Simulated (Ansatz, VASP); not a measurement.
## Re in VASP and in Ansatz

Contents of INCAR:

```
SYSTEM = Re
PREC = Accurate
ENCUT = 520
EDIFF = 1E-7
ISMEAR = 0
SIGMA = 0.15
LREAL = .FALSE.
LASPH = .TRUE.
NELM = 60
ALGO = Normal
ISIF = 2
LWAVE = .FALSE.
LCHARG = .TRUE.
GGA = PS
LELF = .TRUE.
LVHAR = .TRUE.
NBANDS = 14
```

The input KPOINTS:

```
regular mesh
0
G
  18 18 10
  0 0 0
```

POSCAR

```
Re
1.0
    2.7502953086      0.0000000000      0.0000000000
   -1.3751476543      2.3818256051      0.0000000000
    0.0000000000      0.0000000000      4.7988000000
Re
2
Direct
    0.3333333333      0.6666666667      0.2500000000
    0.6666666667      0.3333333333      0.7500000000
```

Input for Ansatz:

```yaml
crystal:
  lattice:
    - [2.7502953086, 0.0, 0.0]
    - [-1.3751476543, 2.3818256051, 0.0]
    - [0.0, 0.0, 4.7988]
  atoms:
    - { symbol: Re, position: [0.3333333333, 0.6666666667, 0.25] }
    - { symbol: Re, position: [0.6666666667, 0.3333333333, 0.75] }
basis:
  ecutwfc: 420
kpoints:
  mp_grid: { grid: [18, 18, 10] }
hamiltonian:
  xc: pbesol
scf:
  occupations: { method: gaussian, width: 0.15 }
output:
  forces: true
  stress: true
  eigenvalues: true
```

Alike in both runs: task single point; functional PBEsol; k mesh 18 × 18 × 10; occupations gaussian, width 0.15 eV; no spin polarisation.

|  | VASP | Ansatz |
| --- | --- | --- |
| version | VASP 6.6.1 | Ansatz 0.2.0 |
| potentials or method | VASP PAW PBE potentials, release 64 (Re), cutoff 520 eV | scalar-relativistic, plane waves, PAW |
| valence electrons in the cell | 14 | 30 |

|  | VASP | Ansatz | Ansatz less VASP |
| --- | --- | --- | --- |
| gap on the k mesh at the Fermi level (eV) | none | none | - |
| pressure (GPa) | -23.9 | -23.3 | +0.54 |
| traceless stress, the component that is largest in VASP (GPa) | -19.50 | -19.64 | -0.139 |

VASP's potentials were made for PBE, not for PBEsol. A gap of «none» marks a metal or a gap that the smearing closes. VASP's potentials hold 14 valence electrons a cell and Ansatz's 30, so a difference there can come from the potentials and not from the codes.

Spin-orbit coupling is off throughout.
